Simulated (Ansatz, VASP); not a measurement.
# Ag in VASP and in Ansatz

```
Ag
1.0
     2.82728    0.00000    0.00000
    -1.41364    2.44850    0.00000
     0.00000    0.00000    9.79586
Ag
4
Cartesian
  0.0000 1.6323 2.4490
  1.4136 0.8162 7.3469
  0.0000 0.0000 0.0000
  0.0000 0.0000 4.8979
```

Change from the starting cell: volume scaled by 0.94, crystal datasets.

Alike in both runs: task electric field gradients; functional PBE; k mesh 14 × 14 × 4; occupations fermi-dirac, width 0.08 eV; no spin polarisation.

|  | VASP | Ansatz |
| --- | --- | --- |
| version | VASP 6.6.1 | Ansatz 0.2.0 |
| potentials or method | VASP PAW PBE potentials, release 64 (Ag), cutoff 520 eV | all-electron PAW with datasets made for the crystal, scalar-relativistic |

Ansatz gave:

* pressure (GPa): 6.1
* traceless stress, the component that is largest in VASP (GPa): -4.52
* size of Vzz on the site where it differs most (V/Å²): 5.4

Q: Which values does VASP return?

A: Pressure (GPa): 5.9; traceless stress, the component that is largest in VASP (GPa): -4.49; size of Vzz on the site where it differs most (V/Å²): 11.7.

Ansatz ran all-electron here, and VASP with PAW potentials.
